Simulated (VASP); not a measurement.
# Mg3BeS (P4mm) in VASP: notebook, part 3 of 3

VASP 6.6.1. The steps go on from the part before.

### 6 Relaxation of cell and atoms, PBE

This run uses another cell than the first one, of 23.12 Å³/atom, 1.489 times its volume.

INCAR

```
  PREC = Accurate
  ENCUT = 600
  EDIFF = 1E-6
  ISMEAR = 0
  SIGMA = 0.1
  LREAL = F
  LASPH = T
  NELM = 80
  ALGO = Normal
  ISIF = 3
  LWAVE = F
  LCHARG = F
  GGA = PE
  IBRION = 2
  NSW = 100
  EDIFFG = -0.01
```

KPOINTS

```
Automatic mesh
0
Gamma
  8 8 8
```

POSCAR

```
Mg3BeS
1.0
    4.8310466365      0.0000000000      0.0000000000
    0.0000000000      4.8310466365      0.0000000000
    0.0000000000      0.0000000000      4.9526182626
Mg Be S
3 1 1
Direct
    0.0000000000      0.5000000000      0.4878072490
    0.5000000000      0.5000000000      0.0458255903
    0.5000000000      0.0000000000      0.4878072490
    0.5000000000      0.5000000000      0.5606071794
    0.0000000000      0.0000000000      0.2598518023
```

Potentials or basis: VASP PAW PBE potentials, release 64 (Mg, Be, S).

The run is started by

```sh
$ cat potpaw_PBE.64/Mg/POTCAR potpaw_PBE.64/Be/POTCAR potpaw_PBE.64/S/POTCAR > POTCAR
$ mpirun -np 1 vasp_std > vasp.out
```

OUTCAR:

```text
PREC = Accurate
   ENCUT = 600
   EDIFF = 1E-6
   ISMEAR = 0
   LREAL = F
   LASPH = T
   NELM = 80
   ISIF = 3
   GGA = PE
   IBRION = 2
   NSW = 100
   EDIFFG = -0.01

 ion  position               nearest neighbor table
   1  0.000  0.500  0.488-   4 2.44   4 2.44   5 2.67   5 2.67   2 3.26   2 3.26   3 3.42   3 3.42
                             3 3.42   3 3.42
   2  0.500  0.500  0.046-   4 2.40   4 2.55   3 3.26   1 3.26   3 3.26   1 3.26
   3  0.500  0.000  0.488-   4 2.44   4 2.44   5 2.67   5 2.67   2 3.26   2 3.26   1 3.42   1 3.42
                             1 3.42   1 3.42
   4  0.500  0.500  0.561-   2 2.40   1 2.44   3 2.44   3 2.44   1 2.44   2 2.55
   5  0.000  0.000  0.260-   1 2.67   3 2.67   1 2.67   3 2.67

  LATTYP: Found a simple tetragonal cell.
 ALAT       =     4.8310466365
 C/A-ratio  =     1.0251646559

  Lattice vectors:

 A1 = (   4.8310466365,   0.0000000000,   0.0000000000)
 A2 = (   0.0000000000,   4.8310466365,   0.0000000000)
[... 471 lines left out ...]
 fundamental gap:      0.0082749265
 Fermi energy:         1.9287914410

 k-point     1 :       0.0000    0.0000    0.0000
  band No.  band energies     occupation
      1     -10.4418      2.00000
      2      -3.1406      2.00000
      3      -1.3827      2.00000
      4      -1.3827      2.00000
      5      -0.5441      2.00000
      6       1.3310      2.00000
      7       2.6715      0.00000
      8       2.6715      0.00000
      9       3.0624      0.00000
     10       4.1853      0.00000
     11       5.5722      0.00000
[... 309 lines left out ...]
 k-point    24 :       0.5000    0.1250    0.1250
  band No.  band energies     occupation
      1     -10.3176      2.00000
      2      -3.6948      2.00000
      3      -1.5073      2.00000
      4      -0.6813      2.00000
      5      -0.4354      2.00000
      6       0.7911      2.00000
      7       1.2356      2.00000
      8       2.2863      0.00000
      9       4.5073      0.00000
     10       4.5363      0.00000
     11       5.9410      0.00000

 [... further k-points ...]
[... 5 lines left out ...]
  --------------------------------------------------------------------------------------
  -------------------------------------------------------------------------------------
  Total        0.0063025      0.0063025      0.0052183      0.0000000      0.0000000      0.0000000
  in kB        0.0870590      0.0870590      0.0720822      0.0000000      0.0000000      0.0000000
  external PRESSURE =       0.0820667 kB  Pullay stress =       0.0000000 kB
[... 20 lines left out ...]
  FREE ENERGIE OF THE ION-ELECTRON SYSTEM (eV)
  ---------------------------------------------------
  free  energy   TOTEN  =       -11.8319385167 eV

  energy  without entropy=      -11.8173344688  energy(sigma->0) =      -11.82463649

 reached required accuracy - stopping structural energy minimisation
```

OSZICAR:

```text
N       E                     dE             d eps       ncg     rms          rms(c)
DAV:   1     0.364325556749E+02    0.36433E+02   -0.52524E+03  1650   0.108E+03
DAV:   2    -0.918738208021E+01   -0.45620E+02   -0.43570E+02  2316   0.134E+02
DAV:   3    -0.130355987939E+02   -0.38482E+01   -0.37939E+01  2133   0.427E+01
DAV:   4    -0.131104015859E+02   -0.74803E-01   -0.74416E-01  1985   0.692E+00
[... 52 lines left out ...]
DAV:   1    -0.118319624045E+02   -0.61398E-04   -0.29019E-03  1680   0.348E-01    0.324E-02
DAV:   2    -0.118319415989E+02    0.20806E-04   -0.20605E-04  1932   0.105E-01    0.126E-02
DAV:   3    -0.118319401271E+02    0.14718E-05   -0.22027E-05  1788   0.336E-02    0.824E-03
DAV:   4    -0.118319390216E+02    0.11055E-05   -0.17903E-06   957   0.874E-03    0.432E-03
DAV:   5    -0.118319385167E+02    0.50487E-06   -0.88193E-07   864   0.619E-03
   8 F= -.11831939E+02 E0= -.11824636E+02  d E =-.383990E-04
```

CONTCAR:

```text
Mg3BeS
   1.00000000000000
     4.8238871307247120    0.0000000000000000   -0.0000000000000000
     0.0000000000000000    4.8238871307247120    0.0000000000000000
    -0.0000000000000000    0.0000000000000000    4.9844281770810532
  Mg              Be              S
     3     1     1
Direct
     0.0000000000000000    0.5000000000000000    0.4859680813932913
     0.5000000000000000    0.5000000000000000    0.0459962649685842
     0.5000000000000000    0.0000000000000000    0.4859680813932913
     0.5000000000000000    0.5000000000000000    0.5614101145077484
     1.0000000000000000    0.0000000000000000    0.2625565277370813

  0.00000000E+00  0.00000000E+00  0.00000000E+00
  0.00000000E+00  0.00000000E+00  0.00000000E+00
  0.00000000E+00  0.00000000E+00  0.00000000E+00
  0.00000000E+00  0.00000000E+00  0.00000000E+00
  0.00000000E+00  0.00000000E+00  0.00000000E+00
```

It took 6.2 min on 1 thread of Intel Xeon 6975P-C (Granite Rapids), shared host; peak memory 0.35 GiB.

Results:

- Free energy: -11.8319 eV
- Relaxed volume: 23.20 Å³/atom
- Relaxed cell: a = 4.824 Å, b = 4.824 Å, c = 4.984 Å, α = 90.00°, β = 90.00°, γ = 90.00°
- Space group after relaxing (to 0.05 Å): P4mm (No. 99)
- Energy gained by relaxing: 0.3 meV/atom
- Ionic steps: 8
- Pressure after relaxing: 0.0 GPa
- Band gap on the k mesh: zero (band 7 reaches 2.67 eV, above the bottom of band 8 at 1.00 eV)

Forces on the atoms (eV/Å):
```
Mg   0.000  0.000  0.000
Mg   0.000  0.000  0.002
Mg   0.000  0.000  0.000
Be   0.000  0.000 -0.003
S    0.000  0.000  0.002
```

Step by step:
```tsv
step	energy change (eV)	largest force (eV/Å)	pressure (GPa)	volume (Å³)
1	0.0000	0.0439	-0.02	115.59
2	-0.0008	0.0297	0.03	115.54
3	-0.0010	0.0328	0.07	115.50
4	-0.0012	0.0196	0.02	115.70
5	-0.0012	0.0185	-0.03	115.92
6	-0.0013	0.0121	-0.01	115.91
7	-0.0014	0.0173	0.03	115.88
8	-0.0014	0.0028	0.01	115.99
```

Final structure:
```xyz
5
Lattice="4.8239 0.0000 0.0000 0.0000 4.8239 0.0000 0.0000 0.0000 4.9844" Properties=species:S:1:pos:R:3 pbc="T T T"
Mg    0.0000    2.4119    2.4223
Mg    2.4119    2.4119    0.2293
Mg    2.4119    0.0000    2.4223
Be    2.4119    2.4119    2.7983
S     4.8239    0.0000    1.3087
```

Levels at points of the mesh, in eV from the Fermi level:
```
           k point  band 5  band 6  band 7  band 8  band 9  band 10
(0.00, 0.00, 0.00)   -2.47   -0.60    0.74    0.74    1.13     2.26
(0.50, 0.00, 0.00)   -2.06   -1.62   -0.21    0.16    1.88     2.71
(0.50, 0.50, 0.00)   -2.17    0.04    0.04    0.16    2.75     2.87
(0.00, 0.00, 0.50)   -3.13   -1.43    0.59    0.59    1.99     3.45
(0.50, 0.00, 0.50)   -2.89   -0.72   -0.57    0.17    1.15     3.38
(0.50, 0.50, 0.50)   -2.73   -1.97   -0.93   -0.93    2.91     2.91
```

### 7 Overview

```tsv
task	cell	k mesh	cutoff (eV)	gap on the mesh (eV)	pressure (GPa)	relaxed volume (Å³/atom)	largest force (eV/Å)
single point	a = 3.922, b = 3.922, c = 5.047 Å, 5 atoms	4 × 4 × 4	520	none	21.3	-	1.31
single point	a = 4.831, b = 4.831, c = 4.953 Å, 5 atoms	4 × 4 × 4	520	none	0.0	-	0.01
relaxation of cell and atoms	relaxed from a = 3.922, b = 3.922, c = 5.047 Å, 5 atoms	4 × 4 × 4	600	none	0.1	22.90	0.03
single point	a = 4.829, b = 4.829, c = 4.984 Å, 5 atoms	8 × 8 × 8	520	none	-0.1	-	0.01
relaxation of cell and atoms	relaxed from a = 4.831, b = 4.831, c = 4.953 Å, 5 atoms	8 × 8 × 8	600	none	0.0	23.20	-
```

Alike in all rows: level PBE; potentials or basis VASP PAW PBE potentials, release 64 (Mg, Be, S); no spin polarisation; smearing gaussian 0.1 eV.

Caveats: some runs use coarse meshes; forces of over 1 eV/Å act on the atoms, so gaps and moduli don't describe the material at rest (some runs); the volume moved by over 15 % at a fixed basis, so the end points are rough (some runs).

Total energies depend on the potentials used, so only differences within one code and one set of settings carry meaning.
